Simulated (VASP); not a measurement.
MoS2, 6 atoms in the cell. Symmetry: C2/m, No. 12, monoclinic system. Conventional cell: a = 5.441 Å, b = 3.141 Å, c = 12.611 Å, α = 90.00°, β = 94.12°, γ = 90.00°. Within 3.2 Å of Mo (site symmetry m) lie 6 S at 2.39 Å and 6 Mo at 3.14 Å. Within 3.2 Å of S (site symmetry m) lie 3 Mo at 2.39 Å and 7 S at 3.12 to 3.14 Å. S (site symmetry m) has 3 Mo at 2.39 Å and 8 S at 3.12 to 3.30 Å within 3.3 Å. 

| Property | Result |
| --- | --- |
| Program | VASP 6.6.1 |
| Task | single point |
| Functional | PBEsol |
| Potentials or basis | VASP PAW PBE potentials, release 64 (Mo_sv, S) |
| Cutoff | 520 eV |
| k mesh | 10 × 10 × 2 |
| Occupations | gaussian, width 0.05 eV |
| Spin | no spin polarisation |
| Dipole correction | no |
| Further INCAR settings | ALGO = Normal; EDIFF = 1e-07; NBANDS = 35 |

Potentials or basis: VASP PAW PBE potentials, release 64 (Mo_sv, S).

Run with:

```sh
$ cat potpaw_PBE.64/Mo_sv/POTCAR potpaw_PBE.64/S/POTCAR > POTCAR
$ mpirun -np 1 vasp_std > vasp.out
```

Hardware: 1 thread of Intel Xeon 8259CL, with other jobs on the host.

Task: Estimate the wall time of this run.

Result: Wall time 5.8 min on 1 thread of Intel Xeon 8259CL (shared host), peak memory 0.34 GiB. Counts: scf iterations 16, k points 62.
